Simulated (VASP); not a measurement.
# CdS (Fm-3m) in VASP: further runs

The runs below take CdS through single point, with r2SCAN.

All numbers are computed with VASP 6.6.1; they aren't measurements. Logs are shortened: lines on timing, memory, paths and dates and some standing lists are left out, and cuts for length are marked.

## 1. The cell of the first run

Symmetry: Fm-3m, No. 225, cubic system. Conventional cell: a = 5.501 Å, b = 5.501 Å, c = 5.501 Å, α = 90.00°, β = 90.00°, γ = 90.00°. Within 3.6 Å of Cd (site symmetry m-3m) lie 6 S at 2.75 Å. S (site symmetry m-3m) has 6 Cd at 2.75 Å within 3.6 Å.

## 2. Single point, r2SCAN

Input file POSCAR:

```
CdS
1.0
    2.7506813510      2.7506813510      0.0000000000
   -2.7506813510      2.7506813510      0.0000000000
    0.0000000000      2.7506813510      2.7506813510
Cd S
1 1
Direct
    0.0000000000      0.0000000000      0.0000000000
    0.5000000000      0.5000000000      0.0000000000
```

Input file INCAR.step1:

```
  PREC = Accurate
  ENCUT = 700
  ISMEAR = 0
  SIGMA = 0.01
  LREAL = F
  LASPH = T
  NELM = 120
  NBANDS = 20
  GGA = PE
  ALGO = Normal
  EDIFF = 1E-5
  LWAVE = T
  LCHARG = F
  GGA_COMPAT = F
```

Input file INCAR.step2:

```
  PREC = Accurate
  ENCUT = 700
  EDIFF = 1E-6
  ISMEAR = 0
  SIGMA = 0.01
  LREAL = F
  LASPH = T
  NELM = 120
  ALGO = Normal
  ISIF = 2
  LWAVE = F
  LCHARG = T
  METAGGA = R2SCAN
  LMIXTAU = T
  LELF = T
  LVHAR = T
  NBANDS = 20
  ISTART = 1
  GGA_COMPAT = F
```

Input file KPOINTS:

```
regular mesh
0
Gamma
  8 8 8
```

Potentials or basis: VASP PAW PBE potentials, release 64 (Cd_sv_GW, S).

Launch:

```console
> cat potpaw_PBE.64/Cd_sv_GW/POTCAR potpaw_PBE.64/S/POTCAR > POTCAR
> cp INCAR.step1 INCAR
> mpirun -np 1 vasp_std > vasp.out
> cp INCAR.step2 INCAR
> mpirun -np 1 vasp_std > vasp.out
```

OUTCAR:

```text
PREC = Accurate
   ENCUT = 700
   EDIFF = 1E-6
   ISMEAR = 0
   LREAL = F
   LASPH = T
   NELM = 120
   ISIF = 2
   METAGGA = R2SCAN
   ISTART = 1

 ion  position               nearest neighbor table
   1  0.000  0.000  0.000-
   2  0.500  0.500  0.000-

  LATTYP: Found a face centered cubic cell.
 ALAT       =     5.5013627020

  Lattice vectors:

 A1 = (   0.0000000000,   2.7506813510,   2.7506813510)
 A2 = (   2.7506813510,   0.0000000000,   2.7506813510)
 A3 = (   2.7506813510,   2.7506813510,   0.0000000000)

Analysis of symmetry for initial positions (statically):
=====================================================================
 Subroutine PRICEL returns:
 Original cell was already a primitive cell.

 Routine SETGRP: Setting up the symmetry group for a
 face centered cubic supercell.

 Subroutine GETGRP returns: Found 48 space group operations
 (whereof 48 operations were pure point group operations)
 out of a pool of 48 trial point group operations.

The static configuration has the point symmetry O_h .

Analysis of symmetry for dynamics (positions and initial velocities):
=====================================================================
 Subroutine PRICEL returns:
 Original cell was already a primitive cell.

 Routine SETGRP: Setting up the symmetry group for a
 face centered cubic supercell.

 Subroutine GETGRP returns: Found 48 space group operations
 (whereof 48 operations were pure point group operations)
 out of a pool of 48 trial point group operations.

The dynamic configuration has the point symmetry O_h .

 Subroutine INISYM returns: Found 48 space group operations
 (whereof 48 operations are pure point group operations),
 and found     1 'primitive' translations

----------------------------------------------------------------------------------------

                                     Primitive cell

  volume of cell :      41.6247

  direct lattice vectors                    reciprocal lattice vectors
     2.750681351  2.750681351  0.000000000     0.181773145  0.181773145 -0.181773145
    -2.750681351  2.750681351  0.000000000    -0.181773145  0.181773145 -0.181773145
     0.000000000  2.750681351  2.750681351     0.000000000  0.000000000  0.363546290

  length of vectors
     3.890050872  3.890050872  3.890050872     0.314840323  0.314840323  0.363546290

  position of ions in fractional coordinates (direct lattice)
     0.000000000  0.000000000  0.000000000
     0.500000000  0.500000000  0.000000000

  ion indices of the primitive-cell ions
   primitive index   ion index
                 1           1
                 2           2

----------------------------------------------------------------------------------------

 KPOINTS: regular mesh

Automatic generation of k-mesh.
 Grid dimensions read from file:
 generate k-points for:    8    8    8

 Generating k-lattice:

  Cartesian coordinates                     Fractional coordinates (reciprocal lattice)
     0.022721643  0.022721643 -0.022721643     0.125000000  0.000000000  0.000000000
    -0.022721643  0.022721643 -0.022721643     0.000000000  0.125000000  0.000000000
     0.000000000  0.000000000  0.045443286     0.000000000  0.000000000  0.125000000

  Length of vectors
     0.039355040  0.039355040  0.045443286

  Shift w.r.t. Gamma in fractional coordinates (k-lattice)
     0.000000000  0.000000000  0.000000000

 Subroutine IBZKPT returns following result:
 ===========================================

 Found     29 irreducible k-points:

 Following reciprocal coordinates:
            Coordinates               Weight
  0.000000  0.000000  0.000000      1.000000
  0.125000  0.000000  0.000000      8.000000
  0.250000  0.000000  0.000000      8.000000
  0.375000  0.000000  0.000000      8.000000
  0.500000  0.000000  0.000000      4.000000
  0.125000  0.125000  0.000000     12.000000
[... 16 lines left out ...]
  0.375000  0.250000  0.125000     48.000000
  0.500000  0.250000  0.125000     24.000000
 [... further k-points ...]
   k-points           NKPTS =     29   k-points in BZ     NKDIM =     29   number of bands    NBANDS=     20
   number of dos      NEDOS =    301   number of ions     NIONS =      2
   total plane-waves  NPLWV =  46656
   dimension x,y,z NGX =    36 NGY =   36 NGZ =   36
   dimension x,y,z NGXF=    72 NGYF=   72 NGZF=   72
   ions per type =               1   1
   NGX,Y,Z   is equivalent  to a cutoff of  15.39, 15.39, 15.39 a.u.
   NGXF,Y,Z  is equivalent  to a cutoff of  30.77, 30.77, 30.77 a.u.
 SYSTEM =  unknown system
   PREC   = accura    normal or accurate (medium, high low for compatibility)
   ISTART =      1    job   : 0-new  1-cont  2-samecut
   ICHARG =      0    charge: 1-file 2-atom 10-const
   ISPIN  =      1    spin polarized calculation?
   LNONCOLLINEAR =      F non collinear calculations
   LSORBIT =      F    spin-orbit coupling
   LASPH  =      T    aspherical Exc in radial PAW
   ENCUT  =  700.0 eV  51.45 Ry    7.17 a.u.   8.39  8.39  8.39*2*pi/ulx,y,z
   NELM   =    120;   NELMIN=  2; NELMDL=  0     # of ELM steps
   EDIFF  = 0.1E-05   stopping-criterion for ELM
   LREAL  =      F    real-space projection
   EDIFFG = 0.1E-04   stopping-criterion for IOM
   NSW    =      0    number of steps for IOM
   IBRION =     -1    ionic relax: 0-MD 1-quasi-New 2-CG
   NFREE  =      0    steps in history (QN), initial steepest desc. (CG)
   ISIF   =      2    stress and relaxation
   ISYM   =      2    0-nonsym 1-usesym 2-fastsym
   POTIM  = 0.5000    time-step for ionic-motion
   TEBEG  =    0.0;   TEEND  =   0.0 temperature during run
   PSTRESS=    0.0 pullay stress
   NELECT =      26.0000    total number of electrons
   NUPDOWN=      -1.0000    fix difference up-down
   EMIN   =  10.00;   EMAX   =-10.00  energy-range for DOS
   EFERMI =   0.00;   METHOD = LEGACY
   ISMEAR =     0;   SIGMA  =   0.01  broadening in eV -4-tet -1-fermi 0-gaus
   EFERMI_NEDOS =   21; number of points for ismear=-14 and -15
   IALGO  =     38    algorithm
   IMIX   =      4    mixing-type and parameters
     AMIX     =   0.40;   BMIX     =  1.00
     AMIX_MAG =   1.60;   BMIX_MAG =  1.00
  volume/ion in A,a.u.               =      20.81       140.45
  Fermi-wavevector in a.u.,A,eV,Ry     =   1.399423  2.644526 26.645441  1.958385
  Thomas-Fermi vector in A             =   2.522484
   LORBIT       =      0    0 simple, 1 ext, 2 COOP (PROOUT), +10 PAW based schemes
   METAGGA = R2SCAN    functional components
   LHFCALC =     F    Hartree Fock is set to
   AEXX    =    0.0000 exact exchange contribution
   IVDW    =     0    specifies the selected vdW correction
   LEPSILON=     F    determine dielectric tensor
   LRPA    =     F    only Hartree local field effects (RPA)
 non-spin polarized calculation
 Gauss-broadening in eV      SIGMA  =   0.01
  energy-cutoff  :      700.00
  volume of cell :       41.62
 maximum number of plane-waves:      1807
 NGX is ok and might be reduce to    36
   NGX = 17   NGY = 17   NGZ = 17

 number of electron      26.0000002 magnetization

 Free energy of the ion-electron system (eV)
  ---------------------------------------------------
  ext. energy  EPLUGINS =         0.00000000
  ---------------------------------------------------
  free energy    TOTEN  =       -29.58334653 eV

  energy without entropy =      -29.58334653  energy(sigma->0) =      -29.58334653

 E-fermi :   4.4249     XC(G=0): -11.0128

 val. band max:        4.3296433812   @ k =   0.5000   0.0000   0.0000
 cond. band min:       5.0832025097   @ k =   0.5000   0.5000   0.0000
 fundamental gap:      0.7535591285
 Fermi energy:         4.4249241170

 k-point     1 :       0.0000    0.0000    0.0000
  band No.  band energies     occupation
      1    -100.0586      2.00000
      2     -60.2227      2.00000
      3     -60.2227      2.00000
      4     -60.2227      2.00000
      5      -8.8119      2.00000
      6      -3.5220      2.00000
[... 12 lines left out ...]
     19      16.5384      0.00000
     20      16.5384      0.00000

 k-point     2 :       0.1250    0.0000    0.0000
  band No.  band energies     occupation
      1    -100.0586      2.00000
      2     -60.2229      2.00000
      3     -60.2227      2.00000
      4     -60.2227      2.00000
      5      -8.6807      2.00000
      6      -3.5645      2.00000
[... 12 lines left out ...]
     19      15.2066      0.00000
     20      16.1008      0.00000

 k-point     3 :       0.2500    0.0000    0.0000
  band No.  band energies     occupation
      1    -100.0586      2.00000
      2     -60.2234      2.00000
      3     -60.2228      2.00000
      4     -60.2228      2.00000
      5      -8.3308      2.00000
      6      -3.6727      2.00000
[... 12 lines left out ...]
     19      15.7151      0.00000
     20      15.8304      0.00000

 k-point     4 :       0.3750    0.0000    0.0000
  band No.  band energies     occupation
      1    -100.0585      2.00000
      2     -60.2239      2.00000
      3     -60.2229      2.00000
      4     -60.2229      2.00000
      5      -7.9158      2.00000
      6      -3.7762      2.00000
[... 12 lines left out ...]
     19      16.9533      0.00000
     20      16.9533      0.00000

 k-point     5 :       0.5000    0.0000    0.0000
  band No.  band energies     occupation
      1    -100.0586      2.00000
      2     -60.2241      2.00000
      3     -60.2229      2.00000
      4     -60.2229      2.00000
      5      -7.7159      2.00000
      6      -3.8179      2.00000
[... 12 lines left out ...]
     19      17.8147      0.00000
     20      17.8147      0.00000
[... 353 lines left out ...]
      6      -3.6630      2.00000
[... 12 lines left out ...]
     19      19.3638      0.00000
     20      19.6240      0.00000

 k-point    22 :       0.2500    0.2500    0.1250
  band No.  band energies     occupation
      1    -100.0585      2.00000
      2     -60.2235      2.00000
      3     -60.2231      2.00000
      4     -60.2229      2.00000
      5      -8.1410      2.00000
      6      -3.6916      2.00000
[... 12 lines left out ...]
     19      18.0557      0.00000
     20      18.9998      0.00000

 k-point    23 :       0.3750    0.2500    0.1250
  band No.  band energies     occupation
      1    -100.0585      2.00000
      2     -60.2238      2.00000
      3     -60.2232      2.00000
      4     -60.2230      2.00000
      5      -7.8753      2.00000
      6      -3.7022      2.00000
[... 12 lines left out ...]
     19      18.5462      0.00000
     20      19.1128      0.00000

 k-point    24 :       0.5000    0.2500    0.1250
  band No.  band energies     occupation
      1    -100.0585      2.00000
      2     -60.2240      2.00000
      3     -60.2233      2.00000
      4     -60.2231      2.00000
      5      -7.7586      2.00000
      6      -3.7397      2.00000
[... 12 lines left out ...]
     19      17.3146      0.00000
     20      19.4209      0.00000

 [... further k-points ...]
[... 5 lines left out ...]
  --------------------------------------------------------------------------------------
  -------------------------------------------------------------------------------------
  Total       -0.5467888     -0.5467888     -0.5467888     -0.0000000     -0.0000000     -0.0000000
  in kB      -21.0464737    -21.0464737    -21.0464737     -0.0000000     -0.0000000     -0.0000000
  external PRESSURE =     -21.0464737 kB  Pullay stress =       0.0000000 kB

 VOLUME and BASIS-vectors are now :
 -----------------------------------------------------------------------------
  energy-cutoff  :      700.00
  volume of cell :       41.62
      direct lattice vectors                 reciprocal lattice vectors
     2.750681351  2.750681351  0.000000000     0.181773145  0.181773145 -0.181773145
    -2.750681351  2.750681351  0.000000000    -0.181773145  0.181773145 -0.181773145
     0.000000000  2.750681351  2.750681351     0.000000000  0.000000000  0.363546290

 POSITION                                       TOTAL-FORCE (eV/Angst)
 -----------------------------------------------------------------------------------
      0.00000      0.00000      0.00000        -0.000000     -0.000000      0.000000
      0.00000      2.75068      0.00000         0.000000      0.000000      0.000000
 -----------------------------------------------------------------------------------
    total drift:                                0.000000      0.000000     -0.000000

  FREE ENERGIE OF THE ION-ELECTRON SYSTEM (eV)
  ---------------------------------------------------
  free  energy   TOTEN  =       -29.5833465288 eV

  energy  without entropy=      -29.5833465288  energy(sigma->0) =      -29.58334653
```

Wall time 1.9 min (1 thread of AMD EPYC 9R45 (Zen 5), shared host); peak memory 0.22 GiB.

Results:

| Item | Value |
| --- | --- |
| Free energy | -29.5833 eV |
| Pressure | -2.1 GPa |
| Band gap on the k mesh | 0.75 eV (least direct gap 2.20 eV) |

Caveat: semilocal functionals underestimate gaps, and a narrow one can read as zero; the PAW data sets were made with another functional, which shifts forces and pressure a little. A k mesh can miss the band edges.

(Continued in part 2 of 2.)
